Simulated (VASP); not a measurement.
Al18HCl: single point with PBE

Al18HCl, a slab with vacuum:

```
CELL_PARAMETERS angstrom
5.72757 0.00000 0.00000
4.29567 7.44032 0.00000
0.00000 0.00000 18.67654
ATOMIC_POSITIONS crystal
Al 0.16667 0.11111 0.05354
Al 0.66667 0.11111 0.05354
Al 0.16667 0.44444 0.05354
Al 0.66667 0.44444 0.05354
Al 0.16667 0.77778 0.05354
Al 0.66668 0.77778 0.05354
Al 0.83347 0.22197 0.17869
Al 0.33349 0.22211 0.17858
Al 0.83352 0.55535 0.17886
Al 0.33333 0.55557 0.17874
Al 0.83339 0.88895 0.17864
Al 0.33316 0.88922 0.17882
Al 0.00402 0.99762 0.30299
Al 0.49861 0.99827 0.30314
Al 0.00018 0.33347 0.30440
Al 0.49515 0.33730 0.30185
Al 0.00001 0.66680 0.30469
Al 0.49968 0.66683 0.30465
Cl 0.72478 0.17315 0.37595
H 0.65017 0.01739 0.39979
```

```
Program             : VASP 6.6.1
Task                : single point
Functional          : PBE
Potentials or basis : VASP PAW PBE potentials, release 64 (Al, Cl, H)
Cutoff              : 520 eV
k mesh              : 3 × 2 × 1
Occupations         : fermi-dirac, width 0.15 eV
Spin                : no spin polarisation
```

```
Largest force          : 7.527 eV/Å
Band gap on the k mesh : 0.01 eV, indirect (least direct gap 0.07 eV)
```

Forces in eV/Å, atoms in the order of the input:
```
Al  -0.046  0.011  0.001
Al  -0.024 -0.035  0.213
Al  -0.037  0.164  0.009
Al   0.006  0.012  0.035
Al  -0.002 -0.159 -0.064
Al  -0.045 -0.062  0.044
Al   0.090 -0.047  0.057
Al   0.016  0.052  0.031
Al   0.177  0.000 -0.112
Al  -0.028  0.302 -0.065
Al   0.067 -0.032  0.129
Al   0.059 -0.147 -0.176
Al   1.962 -2.618 -2.657
Al  -1.045 -0.693  0.501
Al   0.565  0.220 -0.340
Al  -2.010  4.284 -4.309
Al   0.091  0.016  0.054
Al  -0.092  0.000  0.015
Cl   2.365  0.239  7.142
H   -2.067 -1.508 -0.507
```

Levels at points of the mesh, in eV from the valence-band top:
| k point | band 27 | band 28 | band 29 | band 30 | band 31 | band 32 | band 33 | band 34 | band 35 | band 36 |
| --- | --- | --- | --- | --- | --- | --- | --- | --- | --- | --- |
| (0.00, 0.00, 0.00) | -0.95 | -0.57 | -0.44 | -0.29 | -0.06 | 0.01 | 0.18 | 0.34 | 0.41 | 1.05 |
| (0.00, 0.50, 0.00) | -1.41 | -1.30 | -0.63 | -0.33 | -0.25 | 0.03 | 0.09 | 0.27 | 0.55 | 1.17 |

Run time: 7.1 min on 1 thread of Intel(R) Xeon(R) 6975P-C (Granite Rapids) (shared host), peak memory 0.82 GiB.

Caveat: the k points lie up to 0.42 Å⁻¹ apart.
